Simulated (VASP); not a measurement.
Input of a VASP 6.6.1 run:

Contents of INCAR:

```
PREC = Accurate ; ENCUT = 600
EDIFF = 1E-7 ; ISMEAR = 0
SIGMA = 0.1 ; LREAL = False
LASPH = True ; NELM = 100
ALGO = Normal ; ISIF = 3
LWAVE = False ; LCHARG = False
GGA = PE ; IBRION = 2
NSW = 90 ; EDIFFG = -0.04
```

KPOINTS

```
regular mesh
0
Gamma
  6 6 2
```

Contents of POSCAR:

```
AlGa2Sb3
1.0
    4.3888351900      0.0000000000      0.0000000000
   -2.1944175900      3.8008427600      0.0000000000
    0.0000000000      0.0000000000      8.2023067200
Al Ga Sb
1 2 3
Direct
    0.0000000000      0.0000000000      0.0000000000
    0.6666666700      0.3333333300      0.2480740000
    0.6666666700      0.3333333300      0.7519260000
    0.0000000000      0.0000000000      0.5000000000
    0.3333333300      0.6666666700      0.0000000000
    0.3333333300      0.6666666700      0.5000000000
```

Potentials or basis: VASP PAW PBE potentials, release 64 (Al, Ga_d, Sb).

Command:

```bash
$ cat potpaw_PBE.64/Al/POTCAR potpaw_PBE.64/Ga_d/POTCAR potpaw_PBE.64/Sb/POTCAR > POTCAR
$ mpirun -np 1 vasp_std > vasp.out
```

Q: What does it give for the relaxed volume?

A: 24.45 Å³/atom.

Q: Estimate the space group after relaxing (to 0.1 Å).

A: P-6m2 (No. 187).

Q: What does it give for the relaxed cell?

A: a = 5.156 Å, b = 5.156 Å, c = 6.373 Å, α = 90.00°, β = 90.00°, γ = 120.00°.

Final structure:
```cif
data_structure
_symmetry_space_group_name_H-M 'P 1'
_symmetry_Int_Tables_number 1
_cell_length_a 5.1561
_cell_length_b 5.1561
_cell_length_c 6.3731
_cell_angle_alpha 90.000
_cell_angle_beta 90.000
_cell_angle_gamma 120.000
_cell_volume 146.73
loop_
_atom_site_label
_atom_site_type_symbol
_atom_site_fract_x
_atom_site_fract_y
_atom_site_fract_z
_atom_site_occupancy
Al1 Al 0.00000 0.00000 0.00000 1
Ga1 Ga 0.66667 0.33333 0.25217 1
Ga2 Ga 0.66667 0.33333 0.74783 1
Sb1 Sb 0.00000 0.00000 0.50000 1
Sb2 Sb 0.33333 0.66667 0.00000 1
Sb3 Sb 0.33333 0.66667 0.50000 1
```

Caveat: the k points lie up to 0.49 Å⁻¹ apart in the final cell; the highest band is partly filled, so the run has too few bands; a cell axis changed by over 15 % at a fixed basis, so the end point is rough.
